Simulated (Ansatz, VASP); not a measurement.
Two plane-wave programs on Sn3O2

Contents of INCAR:

```
PREC = Accurate ; ENCUT = 520
EDIFF = 1E-7 ; ISMEAR = 0
SIGMA = 0.05 ; LREAL = F
LASPH = T ; NELM = 80
ALGO = Normal ; ISIF = 2
LWAVE = F ; LCHARG = F
LDIPOL = T ; IDIPOL = 3
DIPOL = 0.5 0.5 0.500 ; GGA = PE
NBANDS = 65
```

Contents of KPOINTS:

```
regular mesh
0
Gamma
  9 9 1
```

The input POSCAR:

```
Sn3O2
1.0
    3.8681707517      0.0000000000      0.0000000000
    0.0000000000      3.8681707517      0.0000000000
    0.0000000000      0.0000000000     27.8836913978
Sn O
6 4
Direct
    0.0000000000      0.5000000000      0.2689744300
    0.5000000000      0.0000000000      0.3675674601
    0.0000000000      0.5000000000      0.4507034849
    0.5000000000      0.0000000000      0.5492965151
    0.0000000000      0.5000000000      0.6324325399
    0.5000000000      0.0000000000      0.7310255700
    0.0000000000      0.0000000000      0.4091354725
    0.5000000000      0.5000000000      0.4091354725
    0.0000000000      0.0000000000      0.5908645275
    0.5000000000      0.5000000000      0.5908645275
```

Input for Ansatz:

```yaml
crystal:
  lattice:
    - [3.8681707517, 0.0, 0.0]
    - [0.0, 3.8681707517, 0.0]
    - [0.0, 0.0, 27.8836913978]
  atoms:
    - { symbol: Sn, position: [0.0, 0.5, 0.26897443] }
    - { symbol: Sn, position: [0.5, 0.0, 0.3675674601] }
    - { symbol: O, position: [0.0, 0.0, 0.4091354725] }
    - { symbol: O, position: [0.5, 0.5, 0.4091354725] }
    - { symbol: Sn, position: [0.0, 0.5, 0.4507034849] }
    - { symbol: Sn, position: [0.5, 0.0, 0.5492965151] }
    - { symbol: O, position: [0.0, 0.0, 0.5908645275] }
    - { symbol: O, position: [0.5, 0.5, 0.5908645275] }
    - { symbol: Sn, position: [0.0, 0.5, 0.6324325399] }
    - { symbol: Sn, position: [0.5, 0.0, 0.73102557] }
basis:
  ecutwfc: 420
kpoints:
  mp_grid: { grid: [9, 9, 1] }
hamiltonian:
  xc: pbe
scf:
  occupations: { method: gaussian, width: 0.05 }
output:
  forces: true
  stress: true
  eigenvalues: true
  write_density: true
  write_potential: true
  elf: true
  volumetric_format: npy
efield:
  axis: 3
  dipole_correction: true
  ramp_width: 0.04
```

Alike in both runs: task single point; functional PBE; k mesh 9 × 9 × 1; occupations gaussian, width 0.05 eV; no spin polarisation.

|  | VASP | Ansatz |
| --- | --- | --- |
| version | VASP 6.6.1 | Ansatz 0.2.0 |
| potentials or method | VASP PAW PBE potentials, release 64 (Sn_d, O), cutoff 520 eV | scalar-relativistic, plane waves, PAW |
| valence electrons in the cell | 108 | 108 |

VASP gave:

| Item | Value |
| --- | --- |
| gap on the k mesh at the Fermi level (eV) | none |
| rms of the force components (eV/Å) | 0.226 |

**Question.** Which values does Ansatz return?

**Answer.** gap on the k mesh at the Fermi level (eV): none; rms of the force components (eV/Å): 0.207.

A gap of «none» marks a metal or a gap that the smearing closes. Ansatz's warnings: xc potential rough in thin density.
